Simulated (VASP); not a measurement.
# CuI (Cmcm) in VASP: notebook

The runs below take CuI through single point, with PBE, r2SCAN.

Everything below comes from runs of VASP 6.6.1. Logs are shortened: lines on timing, memory, paths and dates and some standing lists are left out, and cuts for length are marked.

## (1) The cell of the first run

Symmetry: Cmcm, No. 63, orthorhombic system. Conventional cell: a = 6.712 Å, b = 6.884 Å, c = 4.140 Å, α = 90.00°, β = 90.00°, γ = 90.00°. Within 3.2 Å of Cu (site symmetry m2m) lie 2 Cu at 2.39 Å and 3 I at 2.51 to 2.61 Å. I (site symmetry m2m) has 3 Cu at 2.51 to 2.61 Å within 3.3 Å.

## (2) Single point, PBE (strain -4.2%)

Contents of INCAR:

```
  PREC = Accurate
  ENCUT = 520
  EDIFF = 1E-6
  ISMEAR = -1
  SIGMA = 0.02
  LREAL = False
  LASPH = True
  NELM = 100
  ALGO = Normal
  ISIF = 2
  LWAVE = False
  LCHARG = False
  GGA = PE
  NBANDS = 26
```

Contents of KPOINTS:

```
regular mesh
0
Gamma
  6 6 6
```

Contents of POSCAR:

```
CuI
1.0
    3.3562383227     -3.4418814619      0.0000000000
    3.3562383227      3.4418814619      0.0000000000
    0.0000000000      0.0000000000      4.1400530418
Cu I
2 2
Direct
    0.4131499214      0.5868500786      0.7500000000
    0.5868500786      0.4131499214      0.2500000000
    0.7920039884      0.2079960116      0.7500000000
    0.2079960116      0.7920039884      0.2500000000
```

Potentials or basis: VASP PAW PBE potentials, release 64 (Cu, I).

Started as:

```sh
cat potpaw_PBE.64/Cu/POTCAR potpaw_PBE.64/I/POTCAR > POTCAR
mpirun -np 1 vasp_std > vasp.out
```

OUTCAR:

```text
PREC = Accurate
   ENCUT = 520
   EDIFF = 1E-6
   ISMEAR = -1
   LREAL = False
   LASPH = True
   NELM = 100
   ISIF = 2
   GGA = PE

 ion  position               nearest neighbor table
   1  0.413  0.587  0.750-   2 2.39   2 2.39   4 2.51   4 2.51   3 2.61
   2  0.587  0.413  0.250-   1 2.39   1 2.39   3 2.51   3 2.51   4 2.61
   3  0.792  0.208  0.750-   2 2.51   2 2.51   1 2.61   4 3.53   4 3.53
   4  0.208  0.792  0.250-   1 2.51   1 2.51   2 2.61   3 3.53   3 3.53

  LATTYP: Found a base centered orthorhombic cell.
 ALAT       =     6.7124766454
 B/A-ratio  =     1.0255175977
 C/A-ratio  =     0.6167698244

  Lattice vectors:

 A1 = (   3.3562383227,  -3.4418814619,   0.0000000000)
 A2 = (   3.3562383227,   3.4418814619,   0.0000000000)
 A3 = (   0.0000000000,   0.0000000000,   4.1400530418)

Analysis of symmetry for initial positions (statically):
=====================================================================
 Subroutine PRICEL returns:
 Original cell was already a primitive cell.

 Routine SETGRP: Setting up the symmetry group for a
 base centered orthorhombic supercell.

 Subroutine GETGRP returns: Found  8 space group operations
 (whereof  4 operations were pure point group operations)
 out of a pool of  8 trial point group operations.

The static configuration has the point symmetry C_2h.
 The point group associated with its full space group is D_2h.

Analysis of symmetry for dynamics (positions and initial velocities):
=====================================================================
 Subroutine PRICEL returns:
 Original cell was already a primitive cell.

 Routine SETGRP: Setting up the symmetry group for a
 base centered orthorhombic supercell.

 Subroutine GETGRP returns: Found  8 space group operations
 (whereof  4 operations were pure point group operations)
 out of a pool of  8 trial point group operations.

The dynamic configuration has the point symmetry C_2h.
 The point group associated with its full space group is D_2h.

 Subroutine INISYM returns: Found  8 space group operations
 (whereof  4 operations are pure point group operations),
 and found     1 'primitive' translations

----------------------------------------------------------------------------------------

                                     Primitive cell

  volume of cell :      95.6499

  direct lattice vectors                    reciprocal lattice vectors
     3.356238323 -3.441881462  0.000000000     0.148976310 -0.145269384  0.000000000
     3.356238323  3.441881462  0.000000000     0.148976310  0.145269384  0.000000000
     0.000000000  0.000000000  4.140053042     0.000000000  0.000000000  0.241542799

  length of vectors
     4.807378046  4.807378046  4.140053042     0.208079636  0.208079636  0.241542799

  position of ions in fractional coordinates (direct lattice)
     0.413149921  0.586850079  0.750000000
     0.586850079  0.413149921  0.250000000
     0.792003988  0.207996012  0.750000000
     0.207996012  0.792003988  0.250000000

  ion indices of the primitive-cell ions
   primitive index   ion index
                 1           1
                 2           2
                 3           3
                 4           4

----------------------------------------------------------------------------------------

 KPOINTS: regular mesh

Automatic generation of k-mesh.
 Grid dimensions read from file:
 generate k-points for:    6    6    6

 Generating k-lattice:

  Cartesian coordinates                     Fractional coordinates (reciprocal lattice)
     0.024829385 -0.024211564  0.000000000     0.166666667 -0.000000000  0.000000000
     0.024829385  0.024211564  0.000000000    -0.000000000  0.166666667  0.000000000
     0.000000000  0.000000000  0.040257133     0.000000000  0.000000000  0.166666667

  Length of vectors
     0.034679939  0.034679939  0.040257133

  Shift w.r.t. Gamma in fractional coordinates (k-lattice)
     0.000000000  0.000000000  0.000000000

 Subroutine IBZKPT returns following result:
 ===========================================

 Found     52 irreducible k-points:

 Following reciprocal coordinates:
            Coordinates               Weight
  0.000000  0.000000  0.000000      1.000000
  0.166667  0.000000  0.000000      4.000000
  0.333333 -0.000000  0.000000      4.000000
  0.500000  0.000000  0.000000      2.000000
  0.166667  0.166667  0.000000      2.000000
  0.333333  0.166667  0.000000      4.000000
[... 16 lines left out ...]
  0.333333  0.333333  0.166667      4.000000
  0.500000  0.333333  0.166667      8.000000
 [... further k-points ...]
   k-points           NKPTS =     52   k-points in BZ     NKDIM =     52   number of bands    NBANDS=     26
   number of dos      NEDOS =    301   number of ions     NIONS =      4
   total plane-waves  NPLWV =  41472
   dimension x,y,z NGX =    36 NGY =   36 NGZ =   32
   dimension x,y,z NGXF=    72 NGYF=   72 NGZF=   64
   ions per type =               2   2
   NGX,Y,Z   is equivalent  to a cutoff of  12.45, 12.45, 12.85 a.u.
   NGXF,Y,Z  is equivalent  to a cutoff of  24.90, 24.90, 25.70 a.u.
 SYSTEM =  unknown system
   PREC   = accura    normal or accurate (medium, high low for compatibility)
   ISTART =      0    job   : 0-new  1-cont  2-samecut
   ICHARG =      2    charge: 1-file 2-atom 10-const
   ISPIN  =      1    spin polarized calculation?
   LNONCOLLINEAR =      F non collinear calculations
   LSORBIT =      F    spin-orbit coupling
   LASPH  =      T    aspherical Exc in radial PAW
   ENCUT  =  520.0 eV  38.22 Ry    6.18 a.u.   8.94  8.94  7.70*2*pi/ulx,y,z
   NELM   =    100;   NELMIN=  2; NELMDL= -5     # of ELM steps
   EDIFF  = 0.1E-05   stopping-criterion for ELM
   LREAL  =      F    real-space projection
   EDIFFG = 0.1E-04   stopping-criterion for IOM
   NSW    =      0    number of steps for IOM
   IBRION =     -1    ionic relax: 0-MD 1-quasi-New 2-CG
   NFREE  =      0    steps in history (QN), initial steepest desc. (CG)
   ISIF   =      2    stress and relaxation
   ISYM   =      2    0-nonsym 1-usesym 2-fastsym
   POTIM  = 0.5000    time-step for ionic-motion
   TEBEG  =    0.0;   TEEND  =   0.0 temperature during run
   PSTRESS=    0.0 pullay stress
   NELECT =      36.0000    total number of electrons
   NUPDOWN=      -1.0000    fix difference up-down
   EMIN   =  10.00;   EMAX   =-10.00  energy-range for DOS
   EFERMI =   0.00;   METHOD = LEGACY
   ISMEAR =    -1;   SIGMA  =   0.02  broadening in eV -4-tet -1-fermi 0-gaus
   EFERMI_NEDOS =   21; number of points for ismear=-14 and -15
   IALGO  =     38    algorithm
   IMIX   =      4    mixing-type and parameters
     AMIX     =   0.40;   BMIX     =  1.00
     AMIX_MAG =   1.60;   BMIX_MAG =  1.00
  volume/ion in A,a.u.               =      23.91       161.37
  Fermi-wavevector in a.u.,A,eV,Ry     =   1.181991  2.233639 19.008733  1.397102
  Thomas-Fermi vector in A             =   2.318254
   LORBIT       =      0    0 simple, 1 ext, 2 COOP (PROOUT), +10 PAW based schemes
   GGA     = PE    functional components
[... 5 lines left out ...]
 non-spin polarized calculation
  energy-cutoff  :      520.00
  volume of cell :       95.65
 maximum number of plane-waves:      2600
   NGX = 17   NGY = 17   NGZ = 15

 number of electron      36.0000001 magnetization

 Free energy of the ion-electron system (eV)
  ---------------------------------------------------
  ext. energy  EPLUGINS =         0.00000000
  ---------------------------------------------------
  free energy    TOTEN  =       -10.50989650 eV

  energy without entropy =      -10.50989650  energy(sigma->0) =      -10.50989650

 E-fermi :   6.7674     XC(G=0):  -9.7612

 val. band max:        6.3447672208   @ k =   0.0000   0.0000   0.0000
 cond. band min:       7.1435397123   @ k =   0.0000   0.0000   0.0000
 fundamental gap:      0.7987724915
 Fermi energy:         6.7674357322

 k-point     1 :       0.0000    0.0000    0.0000
  band No.  band energies     occupation
      1      -8.5094      2.00000
      2      -7.0723      2.00000
      3      -0.0162      2.00000
      4       1.4680      2.00000
      5       1.6224      2.00000
      6       1.6866      2.00000
[... 18 lines left out ...]
     25      14.1422      0.00000
     26      14.5769      0.00000

 k-point     2 :       0.1667    0.0000    0.0000
  band No.  band energies     occupation
      1      -8.4222      2.00000
      2      -7.1688      2.00000
      3       0.0352      2.00000
      4       1.5111      2.00000
      5       1.5488      2.00000
      6       1.5489      2.00000
[... 18 lines left out ...]
     25      14.1569      0.00000
     26      14.6734      0.00000

 k-point     3 :       0.3333   -0.0000    0.0000
  band No.  band energies     occupation
      1      -8.1828      2.00000
      2      -7.4284      2.00000
      3       0.2160      2.00000
      4       1.1429      2.00000
      5       1.4587      2.00000
      6       1.6855      2.00000
[... 18 lines left out ...]
     25      14.2184      0.00000
     26      14.3486      0.00000

 k-point     4 :       0.5000    0.0000    0.0000
  band No.  band energies     occupation
      1      -7.9358      2.00000
      2      -7.6863      2.00000
      3       0.4721      2.00000
      4       0.7569      2.00000
      5       1.4254      2.00000
      6       1.8521      2.00000
[... 18 lines left out ...]
     25      13.4280      0.00000
     26      14.1326      0.00000
[... 496 lines left out ...]
      1      -8.2017      2.00000
      2      -7.2676      2.00000
      3       0.2719      2.00000
      4       0.7842      2.00000
      5       1.3466      2.00000
      6       1.7564      2.00000
[... 18 lines left out ...]
     25      13.5689      0.00000
     26      13.8923      0.00000

 k-point    23 :       0.3333    0.3333    0.1667
  band No.  band energies     occupation
      1      -7.9247      2.00000
      2      -7.4352      2.00000
      3      -0.4979      2.00000
      4       1.0462      2.00000
      5       1.5102      2.00000
      6       1.5790      2.00000
[... 18 lines left out ...]
     25      13.8551      0.00000
     26      14.4610      0.00000

 k-point    24 :       0.5000    0.3333    0.1667
  band No.  band energies     occupation
      1      -7.7788      2.00000
      2      -7.5588      2.00000
      3      -0.5039      2.00000
      4       0.8515      2.00000
      5       1.1650      2.00000
      6       1.7768      2.00000
[... 18 lines left out ...]
     25      14.1063      0.00000
     26      14.4509      0.00000

 [... further k-points ...]

------------------------ aborting loop because EDIFF is reached ----------------------------------------

  FORCE on cell =-STRESS in cart. coord.  units (eV):
  Direction    XX          YY          ZZ          XY          YZ          ZX
  --------------------------------------------------------------------------------------
  -------------------------------------------------------------------------------------
  Total        2.1682077      4.6393663      6.9135098      0.0000000      0.0000000      0.0000000
  in kB       36.3184123     77.7113836    115.8042673      0.0000000      0.0000000      0.0000000
  external PRESSURE =      76.6113544 kB  Pullay stress =       0.0000000 kB

 VOLUME and BASIS-vectors are now :
 -----------------------------------------------------------------------------
  energy-cutoff  :      520.00
  volume of cell :       95.65
      direct lattice vectors                 reciprocal lattice vectors
     3.356238323 -3.441881462  0.000000000     0.148976310 -0.145269384  0.000000000
     3.356238323  3.441881462  0.000000000     0.148976310  0.145269384  0.000000000
     0.000000000  0.000000000  4.140053042     0.000000000  0.000000000  0.241542799

 POSITION                                       TOTAL-FORCE (eV/Angst)
 -----------------------------------------------------------------------------------
      3.35624      0.59786      3.10504         0.000000      0.093286      0.000000
      3.35624     -0.59786      1.03501         0.000000     -0.093286      0.000000
      3.35624     -2.01009      3.10504         0.000000     -0.237549      0.000000
      3.35624      2.01009      1.03501         0.000000      0.237549      0.000000
 -----------------------------------------------------------------------------------
    total drift:                                0.000000     -0.000000     -0.000000

  FREE ENERGIE OF THE ION-ELECTRON SYSTEM (eV)
  ---------------------------------------------------
  free  energy   TOTEN  =       -10.5098965006 eV

  energy  without entropy=      -10.5098965006  energy(sigma->0) =      -10.50989650
```

It took 80 s on 1 thread of Intel Xeon Platinum 8259CL at 2.50GHz (Skylake/Cascade Lake), shared host; peak memory 0.26 GiB.

Results:

| Property | Result |
| --- | --- |
| Free energy | -10.5099 eV |
| Pressure | 7.7 GPa |
| Largest force | 0.238 eV/Å |
| Band gap on the k mesh | 0.80 eV, direct |

Forces in eV/Å, atoms in the order of the input:
```
Cu   0.000  0.093  0.000
Cu   0.000 -0.093  0.000
I    0.000 -0.238  0.000
I    0.000  0.238  0.000
```

Caveat: the cell differs from its parent crystal (strain -4.2%); spin-orbit coupling is left out, which moves the levels of the heavy elements. A k mesh can miss the band edges.

## (3) Single point, r2SCAN (strain -4.2%)

POSCAR is that of step 2.

Contents of INCAR.step1:

```
PREC = Accurate ; ENCUT = 520
ISMEAR = 0 ; SIGMA = 0.01
LREAL = F ; LASPH = T
NELM = 80 ; NBANDS = 26
GGA = PE ; ALGO = Normal
EDIFF = 1E-4 ; LWAVE = T
LCHARG = F
```

Contents of INCAR.step2:

```
PREC = Accurate ; ENCUT = 520
EDIFF = 1E-6 ; ISMEAR = 0
SIGMA = 0.01 ; LREAL = F
LASPH = T ; NELM = 80
ALGO = Normal ; ISIF = 2
LWAVE = F ; LCHARG = F
METAGGA = R2SCAN ; LMIXTAU = T
NBANDS = 26 ; ISTART = 1
```

Contents of KPOINTS:

```
Automatic mesh
0
Gamma
  6 6 6
```

Potentials or basis: VASP PAW PBE potentials, release 64 (Cu, I).

Started as:

```sh
cat potpaw_PBE.64/Cu/POTCAR potpaw_PBE.64/I/POTCAR > POTCAR
cp INCAR.step1 INCAR
mpirun -np 1 vasp_std > vasp.out
cp INCAR.step2 INCAR
mpirun -np 1 vasp_std > vasp.out
```

Run time: 4.7 min. Hardware: 1 thread of Intel Xeon Platinum 8259CL at 2.50GHz (Skylake/Cascade Lake), shared host; peak memory 0.28 GiB.

The run converged. Its results:

```
Free energy            : -71.0577 eV
Pressure               : 6.4 GPa
Largest force          : 0.014 eV/Å
Band gap on the k mesh : 1.21 eV, direct
```

Forces in eV/Å, atoms in the order of the input:
```
Cu   0.000  0.014  0.000
Cu   0.000 -0.014  0.000
I    0.000  0.014  0.000
I    0.000 -0.014  0.000
```

Stress tensor (GPa, compression positive):
```
3.08 0.00 0.00
0.00 6.29 0.00
0.00 0.00 9.86
```

Levels at points of the mesh, in eV from the valence-band top:
```
           k point  band 15  band 16  band 17  band 18  band 19  band 20  band 21  band 22
(0.00, 0.00, 0.00)    -2.23    -1.94    -1.37     0.00     1.21     1.36     2.51     4.92
(0.50, 0.00, 0.00)    -2.30    -1.86    -1.69    -0.89     2.81     3.25     3.76     4.20
(0.50, 0.50, 0.00)    -2.30    -1.40    -1.11    -0.39     1.56     3.40     3.78     5.08
(0.00, 0.00, 0.50)    -2.33    -2.33    -2.24    -2.24     3.98     3.98     4.16     4.16
(0.50, 0.00, 0.50)    -2.38    -2.38    -1.59    -1.59     2.06     2.06     3.35     3.35
(0.50, 0.50, 0.50)    -2.29    -2.29    -2.09    -2.09     4.58     4.58     5.55     5.55
```

Caveat: the cell differs from its parent crystal (strain -4.2%); the PAW data sets were made with another functional, which shifts forces and pressure a little; spin-orbit coupling is left out, which moves the levels of the heavy elements. A k mesh can miss the band edges.
